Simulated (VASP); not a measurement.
Runs of VASP 6.6.1 on MoSe. The structure is that of space group P6_3/mmc (No. 194), or close to it. The cells are those of the table. 

| task | level | spin | cell | k mesh | cutoff (eV) | gap on the mesh (eV) | pressure (GPa) | moment (μB) | relaxed volume (Å³/atom) |
| --- | --- | --- | --- | --- | --- | --- | --- | --- | --- |
| single point | PBEsol | off | a = 3.228, b = 3.228, c = 7.114 Å, angles 90.0, 90.0, 120.0°, 4 atoms | 12 × 12 × 6 | 520 | none | 0.5 | - | - |
| relaxation of cell and atoms | PBEsol | collinear | relaxed from a = 3.631, b = 3.631, c = 5.628 Å, angles 90.0, 90.0, 120.0°, 4 atoms | 6 × 6 × 4 | 600 | - | 0.0 | 0.00 | 16.15 |
| relaxation of cell and atoms | PBEsol | off | relaxed from a = 3.390, b = 3.390, c = 6.575 Å, angles 90.0, 90.0, 120.0°, 4 atoms | 12 × 12 × 6 | 600 | - | 0.0 | - | (a) |
| single point | r2SCAN | collinear | a = 3.228, b = 3.228, c = 7.114 Å, angles 90.0, 90.0, 120.0°, 4 atoms | 12 × 12 × 6 | 520 | none | 5.7 | 0.00 | - |
| single point | PBEsol | collinear | a = 3.390, b = 3.390, c = 6.575 Å, angles 90.0, 90.0, 120.0°, 4 atoms | 6 × 6 × 4 | 520 | none | (b) | 0.00 | - |

Alike in all rows: potentials or basis VASP PAW PBE potentials, release 64 (Mo_sv, Se); smearing gaussian 0.1 eV.

**Question.** Fill in the values left out.

**Answer.** (a) 16.08; (b) 0.6.

Caveats: the PAW data sets were made with another functional, which shifts forces and pressure a little; the highest band is partly filled, so the run has too few bands (at least some runs); a cell axis changed by over 15 % at a fixed basis, so the end point is rough (at least some runs); the cell stands under pressure (at least some runs).

A k mesh can miss the band edges, and the runs leave out spin-orbit coupling on Mo, Se.

A gap of «none» marks levels without a gap at the run's occupations.
